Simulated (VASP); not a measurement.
Input of a VASP 6.6.1 run:

INCAR

```
SYSTEM = RbRe
PREC = Accurate
ENCUT = 500
EDIFF = 1E-7
ISMEAR = 0
SIGMA = 0.1
LREAL = .FALSE.
LASPH = .TRUE.
NELM = 120
ALGO = Normal
ISIF = 3
LWAVE = .FALSE.
LCHARG = .FALSE.
GGA = PE
IBRION = 2
NSW = 90
EDIFFG = -0.04
GGA_COMPAT = .FALSE.
NELMIN = 4
```

The input KPOINTS:

```
regular mesh
0
G
  6 6 6
  0 0 0
```

Contents of POSCAR:

```
RbRe
1.0
    3.7226171292      0.0000000000      0.0000000000
    0.0000000000      3.7226171292      0.0000000000
    0.0000000000      0.0000000000      3.7226171292
Rb Re
1 1
Direct
    0.5000000000      0.5000000000      0.5000000000
    0.0000000000      0.0000000000      0.0000000000
```

Potentials or basis: VASP PAW PBE potentials, release 64 (Rb_sv, Re_sv_GW).

Run with:

```console
$ cat potpaw_PBE.64/Rb_sv/POTCAR potpaw_PBE.64/Re_sv_GW/POTCAR > POTCAR
$ mpirun -np 1 vasp_std > vasp.out
```

Estimate the band gap on the k mesh.

zero (bands 12 and 13 overlap by 1.18 eV).

Final structure:
```xyz
2
Lattice="3.7226 0.0000 0.0000 0.0000 3.7226 0.0000 0.0000 0.0000 3.7226" Properties=species:S:1:pos:R:3 pbc="T T T"
Rb    1.8613    1.8613    1.8613
Re    0.0000    0.0000    0.0000
```

Caveat: the relaxation stopped at its first step, so nothing moved; spin-orbit coupling is left out, which moves the levels of the heavy elements.
